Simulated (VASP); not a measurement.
# Ti3Ag (P4/mmm) in VASP: notebook

The runs below take Ti3Ag through single point, with LDA.

Program: VASP 6.6.1. These are calculated values, not measurements. Logs are shortened: lines on timing, memory, paths and dates and some standing lists are left out, and cuts for length are marked.

**1. The cell of the first run**

It takes space group P4/mmm (No. 123, tetragonal). The conventional cell has a = 4.187 Å, b = 4.187 Å, c = 3.990 Å, α = 90.00°, β = 90.00°, γ = 90.00°. Ti (site symmetry mmm) has 8 Ti at 2.89 to 2.96 Å and 4 Ag at 2.89 Å within 3.8 Å. Ti (site symmetry 4/mmm) has 8 Ti at 2.89 Å and 4 Ag at 2.96 Å within 3.8 Å. Ag (site symmetry 4/mmm) has 12 Ti at 2.89 to 2.96 Å within 3.8 Å.

**2. Single point, LDA (zz strain of +1 %)**

File INCAR:

```
SYSTEM = Ti3Ag
PREC = Accurate
ENCUT = 520
EDIFF = 1E-6
ISMEAR = -1
SIGMA = 0.08
LREAL = .False.
LASPH = .True.
NELM = 80
ALGO = Normal
ISIF = 2
LWAVE = .False.
LCHARG = .False.
NBANDS = 32
```

File KPOINTS:

```
regular mesh
0
Gamma
  9 9 9
  0 0 0
```

File POSCAR:

```
Ti3Ag
1.0
    4.1870000000      0.0000000000      0.0000000000
    0.0000000000      4.1870000000      0.0000000000
    0.0000000000      0.0000000000      3.9895000000
Ti Ag
3 1
Direct
    0.0000000000      0.5000000000      0.5000000000
    0.5000000000      0.0000000000      0.5000000000
    0.5000000000      0.5000000000      0.0000000000
    0.0000000000      0.0000000000      0.0000000000
```

Potentials or basis: VASP PAW LDA potentials, release 64 (Ti_sv, Ag).

The run is started by

```sh
> cat potpaw_LDA.64/Ti_sv/POTCAR potpaw_LDA.64/Ag/POTCAR > POTCAR
> mpirun -np 1 vasp_std > vasp.out
```

OUTCAR:

```text
SYSTEM = Ti3Ag
   PREC = Accurate
   ENCUT = 520
   EDIFF = 1E-6
   ISMEAR = -1
   LREAL = .False.
   LASPH = .True.
   NELM = 80
   ISIF = 2

 ion  position               nearest neighbor table
   1  0.000  0.500  0.500-   3 2.89   4 2.89   3 2.89   4 2.89   4 2.89   4 2.89   3 2.89   3 2.89

   2  0.500  0.000  0.500-   3 2.89   4 2.89   3 2.89   4 2.89   3 2.89   3 2.89   4 2.89   4 2.89

   3  0.500  0.500  0.000-   1 2.89   2 2.89   1 2.89   2 2.89   2 2.89   2 2.89   1 2.89   1 2.89
                             4 2.96   4 2.96   4 2.96   4 2.96
   4  0.000  0.000  0.000-   1 2.89   2 2.89   1 2.89   2 2.89   1 2.89   1 2.89   2 2.89   2 2.89
                             3 2.96   3 2.96   3 2.96   3 2.96

  LATTYP: Found a simple tetragonal cell.
 ALAT       =     4.1870000000
 C/A-ratio  =     0.9528301887

  Lattice vectors:

 A1 = (   4.1870000000,   0.0000000000,   0.0000000000)
 A2 = (   0.0000000000,   4.1870000000,   0.0000000000)
 A3 = (   0.0000000000,   0.0000000000,   3.9895000000)

Analysis of symmetry for initial positions (statically):
=====================================================================
 Subroutine PRICEL returns:
 Original cell was already a primitive cell.

 Routine SETGRP: Setting up the symmetry group for a
 simple tetragonal supercell.

 Subroutine GETGRP returns: Found 16 space group operations
 (whereof 16 operations were pure point group operations)
 out of a pool of 16 trial point group operations.

The static configuration has the point symmetry D_4h.

Analysis of symmetry for dynamics (positions and initial velocities):
=====================================================================
 Subroutine PRICEL returns:
 Original cell was already a primitive cell.

 Routine SETGRP: Setting up the symmetry group for a
 simple tetragonal supercell.

 Subroutine GETGRP returns: Found 16 space group operations
 (whereof 16 operations were pure point group operations)
 out of a pool of 16 trial point group operations.

The dynamic configuration has the point symmetry D_4h.

 Subroutine INISYM returns: Found 16 space group operations
 (whereof 16 operations are pure point group operations),
 and found     1 'primitive' translations

----------------------------------------------------------------------------------------

                                     Primitive cell

  volume of cell :      69.9398

  direct lattice vectors                    reciprocal lattice vectors
     4.187000000  0.000000000  0.000000000     0.238834488  0.000000000  0.000000000
     0.000000000  4.187000000  0.000000000     0.000000000  0.238834488  0.000000000
     0.000000000  0.000000000  3.989500000     0.000000000  0.000000000  0.250657977

  length of vectors
     4.187000000  4.187000000  3.989500000     0.238834488  0.238834488  0.250657977

  position of ions in fractional coordinates (direct lattice)
     0.000000000  0.500000000  0.500000000
     0.500000000  0.000000000  0.500000000
     0.500000000  0.500000000  0.000000000
     0.000000000  0.000000000  0.000000000

  ion indices of the primitive-cell ions
   primitive index   ion index
                 1           1
                 2           2
                 3           3
                 4           4

----------------------------------------------------------------------------------------

 KPOINTS: regular mesh

Automatic generation of k-mesh.
 Grid dimensions read from file:
 generate k-points for:    9    9    9

 Generating k-lattice:

  Cartesian coordinates                     Fractional coordinates (reciprocal lattice)
     0.026537165  0.000000000  0.000000000     0.111111111  0.000000000  0.000000000
     0.000000000  0.026537165  0.000000000     0.000000000  0.111111111  0.000000000
     0.000000000  0.000000000  0.027850886     0.000000000  0.000000000  0.111111111

  Length of vectors
     0.026537165  0.026537165  0.027850886

  Shift w.r.t. Gamma in fractional coordinates (k-lattice)
     0.000000000  0.000000000  0.000000000

 Subroutine IBZKPT returns following result:
 ===========================================

 Found     75 irreducible k-points:

 Following reciprocal coordinates:
            Coordinates               Weight
  0.000000  0.000000  0.000000      1.000000
  0.111111  0.000000  0.000000      4.000000
  0.222222  0.000000  0.000000      4.000000
  0.333333  0.000000  0.000000      4.000000
  0.444444  0.000000  0.000000      4.000000
  0.111111  0.111111  0.000000      4.000000
[... 16 lines left out ...]
  0.333333  0.111111  0.111111     16.000000
  0.444444  0.111111  0.111111     16.000000
 [... further k-points ...]
   k-points           NKPTS =     75   k-points in BZ     NKDIM =     75   number of bands    NBANDS=     32
   number of dos      NEDOS =    301   number of ions     NIONS =      4
   total plane-waves  NPLWV =  30720
   dimension x,y,z NGX =    32 NGY =   32 NGZ =   30
   dimension x,y,z NGXF=    64 NGYF=   64 NGZF=   60
   ions per type =               3   1
   NGX,Y,Z   is equivalent  to a cutoff of  12.71, 12.71, 12.50 a.u.
   NGXF,Y,Z  is equivalent  to a cutoff of  25.41, 25.41, 25.00 a.u.
 SYSTEM =  Ti3Ag
   PREC   = accura    normal or accurate (medium, high low for compatibility)
   ISTART =      0    job   : 0-new  1-cont  2-samecut
   ICHARG =      2    charge: 1-file 2-atom 10-const
   ISPIN  =      1    spin polarized calculation?
   LNONCOLLINEAR =      F non collinear calculations
   LSORBIT =      F    spin-orbit coupling
   LASPH  =      T    aspherical Exc in radial PAW
   ENCUT  =  520.0 eV  38.22 Ry    6.18 a.u.   7.79  7.79  7.42*2*pi/ulx,y,z
   NELM   =     80;   NELMIN=  2; NELMDL= -5     # of ELM steps
   EDIFF  = 0.1E-05   stopping-criterion for ELM
   LREAL  =      F    real-space projection
   EDIFFG = 0.1E-04   stopping-criterion for IOM
   NSW    =      0    number of steps for IOM
   IBRION =     -1    ionic relax: 0-MD 1-quasi-New 2-CG
   NFREE  =      0    steps in history (QN), initial steepest desc. (CG)
   ISIF   =      2    stress and relaxation
   ISYM   =      2    0-nonsym 1-usesym 2-fastsym
   POTIM  = 0.5000    time-step for ionic-motion
   TEBEG  =    0.0;   TEEND  =   0.0 temperature during run
   PSTRESS=    0.0 pullay stress
   NELECT =      47.0000    total number of electrons
   NUPDOWN=      -1.0000    fix difference up-down
   EMIN   =  10.00;   EMAX   =-10.00  energy-range for DOS
   EFERMI =   0.00;   METHOD = LEGACY
   ISMEAR =    -1;   SIGMA  =   0.08  broadening in eV -4-tet -1-fermi 0-gaus
   EFERMI_NEDOS =   21; number of points for ismear=-14 and -15
   IALGO  =     38    algorithm
   IMIX   =      4    mixing-type and parameters
     AMIX     =   0.40;   BMIX     =  1.00
     AMIX_MAG =   1.60;   BMIX_MAG =  1.00
  volume/ion in A,a.u.               =      17.48       117.99
  Fermi-wavevector in a.u.,A,eV,Ry     =   1.433946  2.709764 27.976296  2.056200
  Thomas-Fermi vector in A             =   2.553408
   LORBIT       =      0    0 simple, 1 ext, 2 COOP (PROOUT), +10 PAW based schemes
   GGA     = CA    functional components
   LHFCALC =     F    Hartree Fock is set to
   AEXX    =    0.0000 exact exchange contribution
   IVDW    =     0    specifies the selected vdW correction
   LEPSILON=     F    determine dielectric tensor
   LRPA    =     F    only Hartree local field effects (RPA)
 non-spin polarized calculation
  energy-cutoff  :      520.00
  volume of cell :       69.94
 maximum number of plane-waves:      1900
 NGX is ok and might be reduce to    32
   NGX = 15   NGY = 15   NGZ = 15

 number of electron      46.9999999 magnetization

 Free energy of the ion-electron system (eV)
  ---------------------------------------------------
  ext. energy  EPLUGINS =         0.00000000
  ---------------------------------------------------
  free energy    TOTEN  =       -29.05726293 eV

  energy without entropy =      -28.89941152  energy(sigma->0) =      -28.97833723

 E-fermi :   7.9623     XC(G=0): -11.9288

 val. band max:        7.9530483548   @ k =   0.3333   0.3333   0.3333
 cond. band min:       7.9639642237   @ k =   0.3333   0.2222   0.0000
 fundamental gap:      0.0109158689
 Fermi energy:         7.9623446245

 k-point     1 :       0.0000    0.0000    0.0000
  band No.  band energies     occupation
      1     -48.1337      2.00000
      2     -48.0376      2.00000
      3     -47.9584      2.00000
      4     -24.9205      2.00000
      5     -24.9205      2.00000
      6     -24.9032      2.00000
[... 24 lines left out ...]
     31      10.9632      0.00000
     32      10.9844      0.00000

 k-point     2 :       0.1111    0.0000    0.0000
  band No.  band energies     occupation
      1     -48.1305      2.00000
      2     -48.0397      2.00000
      3     -47.9594      2.00000
      4     -24.9132      2.00000
      5     -24.9090      2.00000
      6     -24.8961      2.00000
[... 24 lines left out ...]
     31      10.9246      0.00000
     32      10.9666      0.00000

 k-point     3 :       0.2222    0.0000    0.0000
  band No.  band energies     occupation
      1     -48.1216      2.00000
      2     -48.0461      2.00000
      3     -47.9619      2.00000
      4     -24.8928      2.00000
      5     -24.8764      2.00000
      6     -24.8761      2.00000
[... 24 lines left out ...]
     31      10.6664      0.00000
     32      10.7780      0.00000

 k-point     4 :       0.3333    0.0000    0.0000
  band No.  band energies     occupation
      1     -48.1084      2.00000
      2     -48.0565      2.00000
      3     -47.9646      2.00000
      4     -24.8637      2.00000
      5     -24.8497      2.00000
      6     -24.8274      2.00000
[... 24 lines left out ...]
     31      10.2533      0.00000
     32      10.3908      0.00000

 k-point     5 :       0.4444    0.0000    0.0000
  band No.  band energies     occupation
      1     -48.0943      2.00000
      2     -48.0688      2.00000
      3     -47.9662      2.00000
      4     -24.8370      2.00000
      5     -24.8274      2.00000
      6     -24.7800      2.00000
[... 584 lines left out ...]
     31      10.7741      0.00000
     32      10.9516      0.00000

 k-point    22 :       0.2222    0.1111    0.1111
  band No.  band energies     occupation
      1     -48.1165      2.00000
      2     -48.0473      2.00000
      3     -47.9655      2.00000
      4     -24.9139      2.00000
      5     -24.8564      2.00000
      6     -24.8393      2.00000
[... 24 lines left out ...]
     31      10.6480      0.00000
     32      10.7939      0.00000

 k-point    23 :       0.3333    0.1111    0.1111
  band No.  band energies     occupation
      1     -48.1040      2.00000
      2     -48.0569      2.00000
      3     -47.9682      2.00000
      4     -24.8905      2.00000
      5     -24.8299      2.00000
      6     -24.8074      2.00000
[... 24 lines left out ...]
     31      10.3918      0.00000
     32      10.6090      0.00000

 k-point    24 :       0.4444    0.1111    0.1111
  band No.  band energies     occupation
      1     -48.0906      2.00000
      2     -48.0686      2.00000
      3     -47.9698      2.00000
      4     -24.8580      2.00000
      5     -24.8112      2.00000
      6     -24.7982      2.00000
[... 24 lines left out ...]
     31      10.1466      0.00000
     32      10.3049      0.00000

 [... further k-points ...]

------------------------ aborting loop because EDIFF is reached ----------------------------------------

  FORCE on cell =-STRESS in cart. coord.  units (eV):
  Direction    XX          YY          ZZ          XY          YZ          ZX
  --------------------------------------------------------------------------------------
  -------------------------------------------------------------------------------------
  Total       -4.9295954     -4.9295954     -4.1347445      0.0000000      0.0000000      0.0000000
  in kB     -112.9269161   -112.9269161    -94.7185116      0.0000000      0.0000000      0.0000000
  external PRESSURE =    -106.8574479 kB  Pullay stress =       0.0000000 kB

 VOLUME and BASIS-vectors are now :
 -----------------------------------------------------------------------------
  energy-cutoff  :      520.00
  volume of cell :       69.94
      direct lattice vectors                 reciprocal lattice vectors
     4.187000000  0.000000000  0.000000000     0.238834488  0.000000000  0.000000000
     0.000000000  4.187000000  0.000000000     0.000000000  0.238834488  0.000000000
     0.000000000  0.000000000  3.989500000     0.000000000  0.000000000  0.250657977

 POSITION                                       TOTAL-FORCE (eV/Angst)
 -----------------------------------------------------------------------------------
      0.00000      2.09350      1.99475         0.000000      0.000000      0.000000
      2.09350      0.00000      1.99475         0.000000      0.000000      0.000000
      2.09350      2.09350      0.00000         0.000000      0.000000      0.000000
      0.00000      0.00000      0.00000         0.000000      0.000000      0.000000
 -----------------------------------------------------------------------------------
    total drift:                                0.000000     -0.000000     -0.000000

  FREE ENERGIE OF THE ION-ELECTRON SYSTEM (eV)
  ---------------------------------------------------
  free  energy   TOTEN  =       -29.0572629322 eV

  energy  without entropy=      -28.8994115244  energy(sigma->0) =      -28.97833723
```

Wall time 3.8 min (1 thread of Intel Xeon 8259CL, shared host); peak memory 0.26 GiB.

What came out:

```yaml
Free_energy: -29.0573 eV
Pressure: -10.7 GPa
Band_gap_on_the_k_mesh: zero (an odd number of electrons rules out a gap without spin polarisation)
```

Levels at points of the mesh, in eV from the Fermi level:
```
           k point  band 21  band 22  band 23  band 24  band 25  band 26  band 27  band 28
(0.00, 0.00, 0.00)    -0.53    -0.49    -0.23     0.01     2.16     2.16     2.19     2.19
```

Caveat: the cell differs from its parent crystal (zz strain of +1 %); the cell stands under tension.

[end of part 1 of 2]
